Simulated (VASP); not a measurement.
Input of a VASP 6.6.1 run:

The input INCAR:

```
SYSTEM = BeAl3
  PREC = Accurate
  ENCUT = 520
  EDIFF = 1E-6
  ISMEAR = -1
  SIGMA = 0.05
  LREAL = .False.
  LASPH = .True.
  NELM = 60
  ALGO = Normal
  ISIF = 2
  LWAVE = .False.
  LCHARG = .True.
  GGA = PE
  LELF = .True.
  LVHAR = .True.
  NBANDS = 14
```

The input KPOINTS:

```
Automatic mesh
0
Gamma
  8 8 8
  0 0 0
```

Contents of POSCAR:

```
BeAl3
1.0
   -1.9421910000      1.9421910000      3.8904119300
    1.9421910000     -1.9421910000      3.8904119300
    1.9421910000      1.9421910000     -3.8904119300
Al Be
3 1
Direct
    0.5000000000      0.5000000000      0.0000000000
    0.2500000000      0.7500000000      0.5000000000
    0.7500000000      0.2500000000      0.5000000000
    0.0000000000      0.0000000000      0.0000000000
```

Potentials or basis: VASP PAW PBE potentials, release 64 (Al, Be).

The run is started by

```console
$ cat potpaw_PBE.64/Al/POTCAR potpaw_PBE.64/Be/POTCAR > POTCAR
$ mpirun -np 1 vasp_std > vasp.out
```

Task: Predict the pressure.

Result: -0.2 GPa.

Task: What does it give for the band gap on the k mesh?

Result: Zero (an odd number of electrons rules out a gap without spin polarisation).

Stress tensor (GPa, compression positive):
```
 0.47  0.00  0.00
 0.00  0.47  0.00
 0.00  0.00 -1.40
```
